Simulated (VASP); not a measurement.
A run of VASP 6.6.1:

INCAR

```
PREC = Accurate
ENCUT = 600
EDIFF = 1E-6
ISMEAR = -1
SIGMA = 0.05
LREAL = False
LASPH = True
NELM = 200
ALGO = Normal
ISIF = 2
LWAVE = False
LCHARG = False
ISPIN = 2
MAGMOM = 0 1 1 1
LORBIT = 11
LMAXMIX = 4
NBANDS = 32
GGA_COMPAT = False
```

The input KPOINTS:

```
Automatic mesh
0
Gamma
  10 10 10
```

POSCAR

```
TaNi3
1.0
   -1.8490678535      1.8490678535      3.8006067956
    1.8490678535     -1.8490678535      3.8006067956
    1.8490678535      1.8490678535     -3.8006067956
Ta Ni
1 3
Direct
    0.0000000000      0.0000000000      0.0000000000
    0.5000000000      0.5000000000      0.0000000000
    0.2500000000      0.7500000000      0.5000000000
    0.7500000000      0.2500000000      0.5000000000
```

Potentials or basis: VASP PAW LDA potentials, release 64 (Ta_pv, Ni).

Launch:

```bash
$ cat potpaw_LDA.64/Ta_pv/POTCAR potpaw_LDA.64/Ni/POTCAR > POTCAR
$ mpirun -np 1 vasp_std > vasp.out
```

Hardware: 1 thread of Intel Xeon 8259CL, with other jobs on the host.

Question: Estimate the wall time of this run.

Answer: It took 18 min on 1 thread of Intel Xeon 8259CL, on a shared host, peak memory 0.43 GiB. Counts: scf iterations 16, k points 102.
